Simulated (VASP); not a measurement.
A run of VASP 6.6.1:

Contents of POSCAR:

```
BN
1.0
    2.5539396017      0.0000000000      0.0000000000
   -1.2769698009      2.2117765748      0.0000000000
    0.0000000000      0.0000000000      4.2268550000
B N
2 2
Direct
    0.6666666667      0.3333333333      0.9760657482
    0.3333333333      0.6666666667      0.4997240000
    0.6666666667      0.3333333333      0.6252760000
    0.3333333333      0.6666666667      0.1252760000
```

Contents of INCAR.step1:

```
PREC     = Accurate       # precision mode
ENCUT    = 1460           # plane-wave cutoff, eV
ISMEAR   = 0              # smearing method
SIGMA    = 0.05           # smearing width, eV
LREAL    = F              # projectors in reciprocal space
LASPH    = T              # aspherical terms in the spheres
NELM     = 120            # most SCF steps
NBANDS   = 16             # bands
GGA      = PE             # functional
ALGO     = Normal         # electronic algorithm
EDIFF    = 1E-5           # SCF threshold, eV
LWAVE    = T              # write WAVECAR
LCHARG   = F              # write CHGCAR
GGA_COMPAT= F
```

INCAR.step2

```
PREC     = Accurate       # precision mode
ENCUT    = 1460           # plane-wave cutoff, eV
EDIFF    = 1E-6           # SCF threshold, eV
ISMEAR   = 0              # smearing method
SIGMA    = 0.05           # smearing width, eV
LREAL    = F              # projectors in reciprocal space
LASPH    = T              # aspherical terms in the spheres
NELM     = 120            # most SCF steps
ALGO     = Normal         # electronic algorithm
ISIF     = 2              # what is computed and relaxed
LWAVE    = F              # write WAVECAR
LCHARG   = T              # write CHGCAR
METAGGA  = R2SCAN         # meta-GGA
LMIXTAU  = T            
LELF     = T              # ELF
LVHAR    = T            
NBANDS   = 16             # bands
ISTART   = 1            
GGA_COMPAT= F
```

Contents of KPOINTS:

```
Automatic mesh
0
Gamma
  12 12 6
```

Potentials or basis: VASP PAW PBE potentials, release 64 (B_h, N_h).

Run with:

```bash
$ cat potpaw_PBE.64/B_h/POTCAR potpaw_PBE.64/N_h/POTCAR > POTCAR
$ cp INCAR.step1 INCAR
$ mpirun -np 1 vasp_std > vasp.out
$ cp INCAR.step2 INCAR
$ mpirun -np 1 vasp_std > vasp.out
```

Hardware: 1 thread of AMD EPYC 7R43 64-Core Processor (Zen 3) (shared host).

**Question.** Estimate the wall time of this run.

**Answer.** Wall time 8.4 min on 1 thread of AMD EPYC 7R43 64-Core Processor (Zen 3) (shared host), peak memory 0.29 GiB. Counts: k points 100.
